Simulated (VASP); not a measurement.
## Zr: single point with PBEsol

The system is Zr.

```
CELL_PARAMETERS angstrom
3.13660 0.00000 0.00000
-1.56830 2.71638 0.00000
0.00000 0.00000 5.03462
ATOMIC_POSITIONS crystal
Zr 0.33333 0.66667 0.25000
Zr 0.66667 0.33333 0.75000
```

```yaml
Program: VASP 6.6.1
Task: single point
Functional: PBEsol
Potentials_or_basis: VASP PAW PBE potentials, release 64 (Zr_sv)
Cutoff: 520 eV
k_mesh: 9 × 9 × 4
Occupations: gaussian, width 0.1 eV
Spin: no spin polarisation
Dipole_correction: no
Further_INCAR_settings: ALGO = Normal; EDIFF = 1e-06; NBANDS = 19
```

The pressure is 5.4 GPa. The band gap on the k mesh is zero (band 12 reaches 10.67 eV, above the bottom of band 13 at 9.76 eV).

Stress tensor (GPa, compression positive):
```
5.34 0.00 0.00
0.00 5.34 0.00
0.00 0.00 5.45
```

Levels at points of the mesh, in eV from the Fermi level:
```
           k point  band 9  band 10  band 11  band 12  band 13  band 14  band 15  band 16
(0.00, 0.00, 0.00)   -5.83    -3.31     0.84     0.84     0.93     1.44     1.60     1.60
(0.00, 0.00, 0.50)   -4.04    -4.04    -0.03    -0.03     0.75     0.75     0.75     0.75
```

Wall time 11 s on 1 thread of Intel(R) Xeon(R) 6975P-C (Granite Rapids), with other jobs on the host, peak memory 0.16 GiB.

Caveat: the PAW data sets were made with another functional, which shifts forces and pressure a little.
